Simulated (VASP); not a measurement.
Runs of VASP 6.6.1 on CaF2. The structure is that of space group Fm-3m (No. 225), or close to it. The cells are those of the table. 

```tsv
task	potentials or basis	cell	k mesh	cutoff (eV)	smearing	GW scheme	GW iterations	cutoff of the response function	frequency points	empty bands	gap on the mesh (eV)	pressure (GPa)
single point	VASP PAW PBE potentials, release 64 (Ca_sv, F)	a = 3.731 Å, angles 60.0°, 3 atoms	4 × 4 × 4	600	gaussian 0.01 eV	-	-	-	-	-	7.92	14.0
single point	VASP PAW PBE potentials, release 64 (Ca_sv, F)	a = 3.731 Å, angles 60.0°, 3 atoms	8 × 8 × 8	600	fermi-dirac 0.02 eV	-	-	-	-	-	7.92	14.0
single point	VASP PAW PBE potentials, release 64 (Ca_sv, F)	a = 3.961 Å, angles 60.0°, 3 atoms	4 × 4 × 4	600	gaussian 0.01 eV	-	-	-	-	-	6.84	-3.3
single point	VASP PAW PBE potentials, release 64 (Ca_sv, F)	a = 3.808 Å, angles 60.0°, 3 atoms	4 × 4 × 4	600	gaussian 0.01 eV	-	-	-	-	-	7.54	6.6
single point	VASP PAW PBE potentials, release 64 (Ca_sv, F)	a = 3.692 Å, angles 60.0°, 3 atoms	8 × 8 × 8	600	fermi-dirac 0.02 eV	-	-	-	-	-	8.12	18.6
single point	VASP PAW PBE potentials, release 64 (Ca_sv, F)	a = 3.885 Å, angles 60.0°, 3 atoms	4 × 4 × 4	600	gaussian 0.01 eV	-	-	-	-	-	7.18	1.0
single point	VASP PAW PBE potentials, release 64 (Ca_sv, F)	a = 3.692 Å, angles 60.0°, 3 atoms	4 × 4 × 4	600	gaussian 0.01 eV	-	-	-	-	-	8.12	18.6
single point	VASP PAW PBE potentials, release 64 (Ca_sv, F)	a = 3.769 Å, angles 60.0°, 3 atoms	8 × 8 × 8	600	fermi-dirac 0.02 eV	-	-	-	-	-	(a)	10.1
single point	VASP PAW PBE potentials, release 64 (Ca_sv, F)	a = 4.000 Å, angles 60.0°, 3 atoms	4 × 4 × 4	600	gaussian 0.01 eV	-	-	-	-	-	6.68	(b)
single point	VASP PAW PBE potentials, release 64 (Ca_sv, F)	a = 3.923 Å, angles 60.0°, 3 atoms	4 × 4 × 4	600	gaussian 0.01 eV	-	-	-	-	-	7.01	-1.3
single point	VASP PAW PBE potentials, release 64 (Ca_sv, F)	a = 3.769 Å, angles 60.0°, 3 atoms	4 × 4 × 4	600	gaussian 0.01 eV	-	-	-	-	-	7.73	10.1
```

Alike in all rows: level PBE; no spin polarisation.

Q: Fill in the values left out.

A: (a) 7.72; (b) -5.1.

Caveats: some runs use coarse meshes.

A k mesh can miss the band edges.
